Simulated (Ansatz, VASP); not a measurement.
This is a calculation of Pb for Ansatz 0.2.0.

Contents of input.yaml:

```yaml
crystal:
  lattice:
    - [0.01933363, 2.46286993, 2.45281136]
    - [2.50285714, -0.00674656, 2.47889155]
    - [2.4813249, 2.46741788, 0.01478568]
  atoms:
    - { symbol: Pb, position: [0.0, 0.0, 0.0] }
hamiltonian:
  xc: pbe
  pseudopotentials: { kind: paw }
kpoints:
  mp_grid: { grid: [8, 8, 8] }
scf:
  occupations: { method: fermi_dirac, width: 0.05 }
output:
  forces: true
  stress: true
  eigenvalues: true
```

Potentials or basis: Ansatz PAW.

Launch:

```bash
$ ansatz run input.yaml --threads 2 --pin off --max-ram 5632MiB --backend cpu --events-out ev --progress --plain --runs-dir out
```

Task: Translate it to VASP 6.6.1. Potentials there: VASP PAW PBE potentials, release 64 (Pb_d).

Result: As run (the cutoff follows the program's own potentials):

The input INCAR:

```
ALGO = Normal ; EDIFF = 1E-6
ENCUT = 520 ; GGA = PE
ISIF = 2 ; ISMEAR = -1
LASPH = True ; LCHARG = False
LREAL = False ; LWAVE = False
NBANDS = 13 ; NELM = 100
PREC = Accurate ; SIGMA = 0.05
```

Contents of KPOINTS:

```
k-points
0
Gamma
  8 8 8
```

The input POSCAR:

```
Pb
1.0
    0.0193336300      2.4628699300      2.4528113600
    2.5028571400     -0.0067465600      2.4788915500
    2.4813249000      2.4674178800      0.0147856800
Pb
1
Direct
    0.0000000000      0.0000000000      0.0000000000
```

Potentials or basis: VASP PAW PBE potentials, release 64 (Pb_d).

The run is started by

```console
$ cat potpaw_PBE.64/Pb_d/POTCAR > POTCAR
$ mpirun -np 1 vasp_std > vasp.out
```

Both were run:

|  | VASP | Ansatz | Ansatz less VASP |
| --- | --- | --- | --- |
| gap on the k mesh at the Fermi level (eV) | none | none | - |
| pressure (GPa) | 2.9 | 2.9 | +0.07 |
| traceless stress, the component that is largest in VASP (GPa) | -0.44 | -0.44 | +0.006 |

A gap of «none» marks a metal or a gap that the smearing closes.

Spin-orbit coupling is off throughout.
